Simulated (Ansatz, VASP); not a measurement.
**Two plane-wave programs on Si**

```
Si
1.0
     0.00000    2.70097    2.70097
     2.70097    0.00000    2.70097
     2.70097    2.70097    0.00000
Si
2
Direct
  0.75000 0.75000 0.75000
  0.50000 0.50000 0.50000
```

Alike in both runs: task single point; functional LDA; k mesh 8 × 8 × 8; occupations gaussian, width 0.02 eV; no spin polarisation.

|  | VASP | Ansatz |
| --- | --- | --- |
| version | VASP 6.6.1 | Ansatz 0.2.0 |
| potentials or method | VASP PAW LDA potentials, release 64 (Si), cutoff 500 eV | scalar-relativistic, plane waves, PAW |
| valence electrons in the cell | 8 | 8 |

|  | VASP | Ansatz | Ansatz less VASP |
| --- | --- | --- | --- |
| gap on the k mesh at the Fermi level (eV) | 0.49 | 0.49 | +0.002 |
| pressure (GPa) | 0.1 | 0.0 | -0.04 |

LDA's correlation is that of Perdew and Zunger in VASP and of Perdew and Wang (1992) in Ansatz.
